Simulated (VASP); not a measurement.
# Al in VASP: further runs

Runs on Al. Level: PBE. Tasks: single point.

Program: VASP 6.6.1. These are calculated values, not measurements. Logs are shortened: lines on timing, memory, paths and dates and some standing lists are left out, and cuts for length are marked.

**1. The cell of the first run**

The cell holds a slab with vacuum, 9 atoms: a = 2.854 Å, b = 2.854 Å, c = 32.763 Å, α = 90.00°, β = 90.00°, γ = 120.00°.

**2. Single point, PBE**

Input file INCAR:

```
PREC     = Accurate       # precision mode
ENCUT    = 520            # plane-wave cutoff, eV
EDIFF    = 1E-6           # SCF threshold, eV
ISMEAR   = 0              # smearing method
SIGMA    = 0.1            # smearing width, eV
LREAL    = False          # projectors in reciprocal space
LASPH    = True           # aspherical terms in the spheres
NELM     = 100            # most SCF steps
ALGO     = Normal         # electronic algorithm
ISIF     = 2              # what is computed and relaxed
LWAVE    = False          # write WAVECAR
LCHARG   = False          # write CHGCAR
LDIPOL   = True         
IDIPOL   = 3            
DIPOL    = 0.5 0.5 0.500
GGA      = PE             # functional
NBANDS   = 24             # bands
```

Input file KPOINTS:

```
Automatic mesh
0
Gamma
  12 12 1
```

Input file POSCAR:

```
Al
1.0
    2.8535431553      0.0000000000      0.0000000000
   -1.4267715777      2.4712408633      0.0000000000
    0.0000000000      0.0000000000     32.7629171509
Al
9
Direct
    0.3333333333      0.6666666667      0.2136561884
    0.0000000000      0.0000000000      0.2852421413
    0.6666666667      0.3333333333      0.3568280942
    0.0000000000      0.0000000000      0.4284140471
    0.3333333333      0.6666666667      0.4993796044
    0.0000000000      0.0000000000      0.5703112752
    0.6666666667      0.3333333333      0.6424817280
    0.0000000000      0.0000000000      0.7138595545
    0.3333333333      0.6666666667      0.7862718076
```

Potentials or basis: VASP PAW PBE potentials, release 64 (Al).

On the command line:

```bash
$ cat potpaw_PBE.64/Al/POTCAR > POTCAR
$ mpirun -np 1 vasp_std > vasp.out
```

OUTCAR:

```text
PREC = Accurate
   ENCUT = 520
   EDIFF = 1E-6
   ISMEAR = 0
   LREAL = False
   LASPH = True
   NELM = 100
   ISIF = 2
   GGA = PE

 ion  position               nearest neighbor table
   1  0.333  0.667  0.214-   2 2.87   2 2.87   2 2.87
   2  0.000  0.000  0.285-   3 2.87   1 2.87   3 2.87   1 2.87   3 2.87   1 2.87
   3  0.667  0.333  0.357-   2 2.87   4 2.87   2 2.87   4 2.87   2 2.87   4 2.87
   4  0.000  0.000  0.428-   5 2.85   5 2.85   5 2.85   3 2.87   3 2.87   3 2.87
   5  0.333  0.667  0.499-   6 2.85   6 2.85   6 2.85   4 2.85   4 2.85   4 2.85
   6  0.000  0.000  0.570-   5 2.85   5 2.85   5 2.85   7 2.88   7 2.88   7 2.88
   7  0.667  0.333  0.642-   8 2.86   8 2.86   8 2.86   6 2.88   6 2.88   6 2.88
   8  0.000  0.000  0.714-   7 2.86   7 2.86   7 2.86   9 2.89   9 2.89   9 2.89
   9  0.333  0.667  0.786-   8 2.89   8 2.89   8 2.89

  LATTYP: Found a hexagonal cell.
 ALAT       =     2.8535431553
 C/A-ratio  =    11.4814864776

  Lattice vectors:

 A1 = (   2.8535431553,   0.0000000000,   0.0000000000)
 A2 = (  -1.4267715777,   2.4712408633,   0.0000000000)
 A3 = (   0.0000000000,   0.0000000000,  32.7629171509)

Analysis of symmetry for initial positions (statically):
=====================================================================
 Subroutine PRICEL returns:
 Original cell was already a primitive cell.

 Routine SETGRP: Setting up the symmetry group for a
 hexagonal supercell.

 Subroutine GETGRP returns: Found  6 space group operations
 (whereof  6 operations were pure point group operations)
 out of a pool of 24 trial point group operations.

The static configuration has the point symmetry C_3v.

Analysis of symmetry for dynamics (positions and initial velocities):
=====================================================================
 Subroutine PRICEL returns:
 Original cell was already a primitive cell.

 Routine SETGRP: Setting up the symmetry group for a
 hexagonal supercell.

 Subroutine GETGRP returns: Found  6 space group operations
 (whereof  6 operations were pure point group operations)
 out of a pool of 24 trial point group operations.

The dynamic configuration has the point symmetry C_3v.

 Subroutine INISYM returns: Found  6 space group operations
 (whereof  6 operations are pure point group operations),
 and found     1 'primitive' translations

----------------------------------------------------------------------------------------

                                     Primitive cell

  volume of cell :     231.0373

  direct lattice vectors                    reciprocal lattice vectors
     2.853543155  0.000000000  0.000000000     0.350441520  0.202327506  0.000000000
    -1.426771578  2.471240863  0.000000000     0.000000000  0.404655012  0.000000000
     0.000000000  0.000000000 32.762917151     0.000000000  0.000000000  0.030522313

  length of vectors
     2.853543155  2.853543155 32.762917151     0.404655012  0.404655012  0.030522313

  position of ions in fractional coordinates (direct lattice)
     0.333333333  0.666666667  0.213656188
     0.000000000  0.000000000  0.285242141
     0.666666667  0.333333333  0.356828094
     0.000000000  0.000000000  0.428414047
     0.333333333  0.666666667  0.499379604
     0.000000000  0.000000000  0.570311275
     0.666666667  0.333333333  0.642481728
     0.000000000  0.000000000  0.713859554
     0.333333333  0.666666667  0.786271808

  ion indices of the primitive-cell ions
   primitive index   ion index
                 1           1
                 2           2
                 3           3
                 4           4
                 5           5
                 6           6
                 7           7
                 8           8
                 9           9

----------------------------------------------------------------------------------------

 KPOINTS: Automatic mesh

Automatic generation of k-mesh.
 Grid dimensions read from file:
 generate k-points for:   12   12    1

 Generating k-lattice:

  Cartesian coordinates                     Fractional coordinates (reciprocal lattice)
     0.029203460  0.016860625  0.000000000     0.083333333 -0.000000000  0.000000000
     0.000000000  0.033721251  0.000000000     0.000000000  0.083333333  0.000000000
     0.000000000  0.000000000  0.030522313     0.000000000  0.000000000  1.000000000

  Length of vectors
     0.033721251  0.033721251  0.030522313

  Shift w.r.t. Gamma in fractional coordinates (k-lattice)
     0.000000000  0.000000000  0.000000000

 Subroutine IBZKPT returns following result:
 ===========================================

 Found     19 irreducible k-points:

 Following reciprocal coordinates:
            Coordinates               Weight
  0.000000  0.000000  0.000000      1.000000
  0.083333  0.000000  0.000000      6.000000
  0.166667  0.000000  0.000000      6.000000
  0.250000  0.000000  0.000000      6.000000
  0.333333  0.000000  0.000000      6.000000
  0.416667  0.000000  0.000000      6.000000
[... 11 lines left out ...]
  0.333333  0.250000  0.000000     12.000000
  0.333333  0.333333  0.000000      2.000000
   k-points           NKPTS =     19   k-points in BZ     NKDIM =     19   number of bands    NBANDS=     24
   number of dos      NEDOS =    301   number of ions     NIONS =      9
   total plane-waves  NPLWV = 144000
   dimension x,y,z NGX =    24 NGY =   24 NGZ =  250
   dimension x,y,z NGXF=    48 NGYF=   48 NGZF=  500
   ions per type =               9
   NGX,Y,Z   is equivalent  to a cutoff of  13.98, 13.98, 12.69 a.u.
   NGXF,Y,Z  is equivalent  to a cutoff of  27.96, 27.96, 25.37 a.u.
 SYSTEM =  unknown system
   PREC   = accura    normal or accurate (medium, high low for compatibility)
   ISTART =      0    job   : 0-new  1-cont  2-samecut
   ICHARG =      2    charge: 1-file 2-atom 10-const
   ISPIN  =      1    spin polarized calculation?
   LNONCOLLINEAR =      F non collinear calculations
   LSORBIT =      F    spin-orbit coupling
   LASPH  =      T    aspherical Exc in radial PAW
   ENCUT  =  520.0 eV  38.22 Ry    6.18 a.u.   5.31  5.31 60.92*2*pi/ulx,y,z
   NELM   =    100;   NELMIN=  2; NELMDL= -5     # of ELM steps
   EDIFF  = 0.1E-05   stopping-criterion for ELM
   LREAL  =      F    real-space projection
   EDIFFG = 0.1E-04   stopping-criterion for IOM
   NSW    =      0    number of steps for IOM
   IBRION =     -1    ionic relax: 0-MD 1-quasi-New 2-CG
   NFREE  =      0    steps in history (QN), initial steepest desc. (CG)
   ISIF   =      2    stress and relaxation
   ISYM   =      2    0-nonsym 1-usesym 2-fastsym
   POTIM  = 0.5000    time-step for ionic-motion
   TEBEG  =    0.0;   TEEND  =   0.0 temperature during run
   PSTRESS=    0.0 pullay stress
   NELECT =      27.0000    total number of electrons
   NUPDOWN=      -1.0000    fix difference up-down
   EMIN   =  10.00;   EMAX   =-10.00  energy-range for DOS
   EFERMI =   0.00;   METHOD = LEGACY
   ISMEAR =     0;   SIGMA  =   0.10  broadening in eV -4-tet -1-fermi 0-gaus
   EFERMI_NEDOS =   21; number of points for ismear=-14 and -15
   IALGO  =     38    algorithm
   IMIX   =      4    mixing-type and parameters
     AMIX     =   0.40;   BMIX     =  1.00
     AMIX_MAG =   1.60;   BMIX_MAG =  1.00
  volume/ion in A,a.u.               =      25.67       173.24
  Fermi-wavevector in a.u.,A,eV,Ry     =   0.800391  1.512519  8.716237  0.640625
  Thomas-Fermi vector in A             =   1.907677
   LORBIT       =      0    0 simple, 1 ext, 2 COOP (PROOUT), +10 PAW based schemes
   GGA     = PE    functional components
   LHFCALC =     F    Hartree Fock is set to
   AEXX    =    0.0000 exact exchange contribution
   IVDW    =     0    specifies the selected vdW correction
   LEPSILON=     F    determine dielectric tensor
   LRPA    =     F    only Hartree local field effects (RPA)
 non-spin polarized calculation
 Gauss-broadening in eV      SIGMA  =   0.10
  energy-cutoff  :      520.00
  volume of cell :      231.04
 maximum number of plane-waves:      6257
 NGX is ok and might be reduce to    24
   NGX = 11   NGY = 11   NGZ =121

 dipolmoment           0.000000      0.000000      0.000612 electrons x Angstroem

 number of electron      27.0000000 magnetization

 dipolmoment           0.000000      0.000000     -0.000397 electrons x Angstroem

 Free energy of the ion-electron system (eV)
  ---------------------------------------------------
  ext. energy  EPLUGINS =         0.00000000
  ---------------------------------------------------
  free energy    TOTEN  =       -32.91978469 eV

  energy without entropy =      -32.89681002  energy(sigma->0) =      -32.90829735

 E-fermi :   3.6943     XC(G=0):  -7.1204

 val. band max:        3.6882333578   @ k =   0.1667   0.0833   0.0000
 cond. band min:       3.7126147563   @ k =   0.4167   0.0000   0.0000
 fundamental gap:      0.0243813985
 Fermi energy:         3.6942676520

 k-point     1 :       0.0000    0.0000    0.0000
  band No.  band energies     occupation
      1      -7.3124      2.00000
      2      -7.0586      2.00000
      3      -6.6924      2.00000
      4      -6.1545      2.00000
      5      -5.4945      2.00000
      6      -4.7046      2.00000
[... 16 lines left out ...]
     23      13.9861      0.00000
     24      14.5333      0.00000

 k-point     2 :       0.0833    0.0000    0.0000
  band No.  band energies     occupation
      1      -7.1442      2.00000
      2      -6.8907      2.00000
      3      -6.5249      2.00000
      4      -5.9875      2.00000
      5      -5.3281      2.00000
      6      -4.5390      2.00000
[... 16 lines left out ...]
     23      12.2321      0.00000
     24      12.5129      0.00000
[... 430 lines left out ...]
     23       5.5015      0.00000
     24       5.7863      0.00000

 k-point    19 :       0.3333    0.3333    0.0000
  band No.  band energies     occupation
      1       0.4262      2.00000
      2       0.5725      2.00000
      3       0.5754      2.00000
      4       0.6719      2.00000
      5       0.7906      2.00000
      6       0.8107      2.00000
[... 16 lines left out ...]
     23       5.1487      0.00000
     24       5.3612      0.00000

------------------------ aborting loop because EDIFF is reached ----------------------------------------

 vacuum level on the upper side and lower side of the slab       (xc-potential included)        -0.141        -0.137

  FORCE on cell =-STRESS in cart. coord.  units (eV):
  Direction    XX          YY          ZZ          XY          YZ          ZX
  --------------------------------------------------------------------------------------
  -------------------------------------------------------------------------------------
  Total       -1.0862862     -1.0862862      0.1088037      0.0000000     -0.0000000      0.0000000
  in kB       -7.5330830     -7.5330830      0.7545223      0.0000000     -0.0000000      0.0000000
  external PRESSURE =      -4.7705479 kB  Pullay stress =       0.0000000 kB

 VOLUME and BASIS-vectors are now :
 -----------------------------------------------------------------------------
  energy-cutoff  :      520.00
  volume of cell :      231.04
      direct lattice vectors                 reciprocal lattice vectors
     2.853543155  0.000000000  0.000000000     0.350441520  0.202327506  0.000000000
    -1.426771578  2.471240863  0.000000000     0.000000000  0.404655012  0.000000000
     0.000000000  0.000000000 32.762917151     0.000000000  0.000000000  0.030522313

 POSITION                                       TOTAL-FORCE (eV/Angst)
 -----------------------------------------------------------------------------------
     -0.00000      1.64749      7.00000         0.000000     -0.000000     -0.052566
      0.00000      0.00000      9.34536        -0.000000     -0.000000      0.067103
      1.42677      0.82375     11.69073        -0.000000      0.000000     -0.047680
      0.00000      0.00000     14.03609        -0.000000      0.000000      0.034768
     -0.00000      1.64749     16.36113        -0.000000     -0.000000     -0.003688
      0.00000      0.00000     18.68506         0.000000     -0.000000      0.010667
      1.42677      0.82375     21.04958        -0.000000     -0.000000     -0.009878
      0.00000      0.00000     23.38812        -0.000000     -0.000000      0.015793
     -0.00000      1.64749     25.76056        -0.000000      0.000000     -0.014519
 -----------------------------------------------------------------------------------
    total drift:                               -0.000000      0.000000     -0.000001

  FREE ENERGIE OF THE ION-ELECTRON SYSTEM (eV)
  ---------------------------------------------------
  free  energy   TOTEN  =       -32.9197846926 eV

  energy  without entropy=      -32.8968100159  energy(sigma->0) =      -32.90829735

 vacuum level on the upper side and lower side of the slab         7.637         7.641
```

Run time: 3 min. Hardware: 1 thread of Intel Xeon 6975P-C (Granite Rapids), shared host; peak memory 0.37 GiB.

What came out:

| Property | Result |
| --- | --- |
| Free energy | -32.9198 eV |
| Largest force | 0.067 eV/Å |
| Band gap on the k mesh | zero (an odd number of electrons rules out a gap without spin polarisation) |

Forces on the atoms (eV/Å):
```
Al   0.000  0.000 -0.053
Al   0.000  0.000  0.067
Al   0.000  0.000 -0.048
Al   0.000  0.000  0.035
Al   0.000  0.000 -0.004
Al   0.000  0.000  0.011
Al   0.000  0.000 -0.010
Al   0.000  0.000  0.016
Al   0.000  0.000 -0.015
```

Levels at points of the mesh, in eV from the Fermi level:
| k point | band 9 | band 10 | band 11 | band 12 | band 13 | band 14 | band 15 | band 16 | band 17 | band 18 |
| --- | --- | --- | --- | --- | --- | --- | --- | --- | --- | --- |
| (0.00, 0.00, 0.00) | -5.16 | -3.97 | -2.53 | -1.08 | 0.44 | 1.89 | 3.08 | 3.98 | 4.19 | 5.72 |
| (0.50, 0.00, 0.00) | -3.59 | -3.01 | -2.60 | -2.45 | -1.87 | -1.27 | -0.57 | -0.45 | 0.58 | 0.82 |

**3. Single point, PBE**

This run uses another cell than the first one: it holds 36 atoms, not 9.

Input file INCAR:

```
SYSTEM = Al
  PREC = Accurate
  ENCUT = 520
  EDIFF = 1E-6
  ISMEAR = 0
  SIGMA = 0.1
  LREAL = Auto
  LASPH = .True.
  NELM = 80
  ALGO = Normal
  ISIF = 2
  LWAVE = .False.
  LCHARG = .False.
  LDIPOL = .True.
  IDIPOL = 3
  DIPOL = 0.5 0.5 0.390
  GGA = PE
  NBANDS = 78
```

Input file KPOINTS:

```
regular mesh
0
Gamma
  6 6 1
  0 0 0
```

Input file POSCAR:

```
Al
1.0
    5.7070863106      0.0000000000      0.0000000000
   -2.8535431553      4.9424817266      0.0000000000
    0.0000000000      0.0000000000     34.2605580927
Al
36
Direct
    0.1666666667      0.3333333333      0.1167523305
    0.1666666667      0.8333333333      0.1167523305
    0.6666666667      0.3333333333      0.1167523305
    0.6666666667      0.8333333333      0.1167523305
    0.0000000000      0.0000000000      0.1852090274
    0.0000000000      0.5000000000      0.1852090274
    0.5000000000      0.0000000000      0.1852090274
    0.5000000000      0.5000000000      0.1852090274
    0.3333333333      0.1666666667      0.2536657244
    0.3333333333      0.6666666667      0.2536657244
    0.8333333333      0.1666666667      0.2536657244
    0.8333333333      0.6666666667      0.2536657244
    0.0000000000      0.0000000000      0.3221224214
    0.0000000000      0.5000000000      0.3221224214
    0.5000000000      0.0000000000      0.3221224214
    0.5000000000      0.5000000000      0.3221224214
    0.1666666667      0.3333333333      0.3899858423
    0.1666666667      0.8333333333      0.3899858423
    0.6666666667      0.3333333333      0.3899858423
    0.6666666667      0.8333333333      0.3899858423
    0.0000000000      0.0000000000      0.4578168580
    0.0000000000      0.5000000000      0.4578168580
    0.5000000000      0.0000000000      0.4578168580
    0.5000000000      0.5000000000      0.4578168580
    0.3333333333      0.1666666667      0.5268325045
    0.3333333333      0.6666666667      0.5268325045
    0.8333333333      0.1666666667      0.5268325045
    0.8333333333      0.6666666667      0.5268325045
    0.0000000000      0.0000000000      0.5950901730
    0.0000000000      0.5000000000      0.5950901730
    0.5000000000      0.0000000000      0.5950901730
    0.5000000000      0.5000000000      0.5950901730
    0.1666666667      0.3333333333      0.6643370499
    0.1666666667      0.8333333333      0.6643370499
    0.6666666667      0.3333333333      0.6643370499
    0.6666666667      0.8333333333      0.6643370499
```

Potentials or basis: VASP PAW PBE potentials, release 64 (Al).

On the command line:

```bash
$ cat potpaw_PBE.64/Al/POTCAR > POTCAR
$ mpirun -np 1 vasp_std > vasp.out
```

Wall time 22 min (1 thread of Intel Xeon 6975P-C (Granite Rapids), shared host); peak memory 0.97 GiB.

Results (log left out):

```
Free energy            : -131.6876 eV
Largest force          : 0.069 eV/Å
Band gap on the k mesh : zero (bands 54 and 55 overlap by 1.25 eV)
```

Forces in eV/Å, atoms in the order of the input:
```
Al   0.000  0.000 -0.052
Al   0.000  0.000 -0.052
Al   0.000  0.000 -0.052
Al   0.000  0.000 -0.052
Al   0.000  0.000  0.069
Al   0.000  0.000  0.069
Al   0.000  0.000  0.069
Al   0.000  0.000  0.069
Al   0.000  0.000 -0.048
Al   0.000  0.000 -0.048
Al   0.000  0.000 -0.048
Al   0.000  0.000 -0.048
Al   0.000  0.000  0.036
Al   0.000  0.000  0.036
Al   0.000  0.000  0.036
Al   0.000  0.000  0.036
Al   0.000  0.000 -0.010
Al   0.000  0.000 -0.010
Al   0.000  0.000 -0.010
Al   0.000  0.000 -0.010
Al   0.000  0.000  0.016
Al   0.000  0.000  0.016
Al   0.000  0.000  0.016
Al   0.000  0.000  0.016
Al   0.000  0.000 -0.015
Al   0.000  0.000 -0.015
Al   0.000  0.000 -0.015
Al   0.000  0.000 -0.015
Al   0.000  0.000  0.015
Al   0.000  0.000  0.015
Al   0.000  0.000  0.015
Al   0.000  0.000  0.015
Al   0.000  0.000 -0.011
Al   0.000  0.000 -0.011
Al   0.000  0.000 -0.011
Al   0.000  0.000 -0.011
```

Levels at points of the mesh, in eV from the Fermi level:
```tsv
k point	band 50	band 51	band 52	band 53	band 54	band 55	band 56	band 57	band 58	band 59
(0.00, 0.00, 0.00)	-1.87	-1.27	-1.27	-1.27	-1.08	-0.57	-0.57	-0.57	-0.45	-0.45
(0.50, 0.00, 0.00)	-0.24	-0.11	-0.11	-0.11	-0.11	0.27	0.27	0.41	0.41	0.67
```
